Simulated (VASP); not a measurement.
Here is a VASP 6.6.1 calculation.

INCAR

```
PREC = Accurate
ENCUT = 520
EDIFF = 1E-6
ISMEAR = 0
SIGMA = 0.15
LREAL = F
LASPH = T
NELM = 100
ALGO = Normal
ISIF = 2
LWAVE = F
LCHARG = F
GGA = PS
NBANDS = 10
```

The input KPOINTS:

```
regular mesh
0
Gamma
  24 24 14
```

POSCAR

```
Al
1.0
    2.7788184262      0.0000000000      0.0000000000
   -1.3894092131      2.4065273496      0.0000000000
    0.0000000000      0.0000000000      4.4054504657
Al
2
Direct
    0.6666666667      0.3333333333      0.7500000000
    0.3333333333      0.6666666667      0.2500000000
```

Potentials or basis: VASP PAW PBE potentials, release 64 (Al).

Command:

```console
$ cat potpaw_PBE.64/Al/POTCAR > POTCAR
$ mpirun -np 1 vasp_std > vasp.out
```

Predict the band gap on the k mesh.

zero (bands 3 and 4 overlap by 8.29 eV).

Estimate the pressure.

10.3 GPa.

Stress tensor (GPa, compression positive):
```
 8.96  0.00  0.00
 0.00  8.96  0.00
 0.00  0.00 12.87
```

Caveat: the cell differs from its parent crystal (strain -0.025 along x and y, -0.050 along z); the cell stands under pressure; the PAW data sets were made with another functional, which shifts forces and pressure a little.
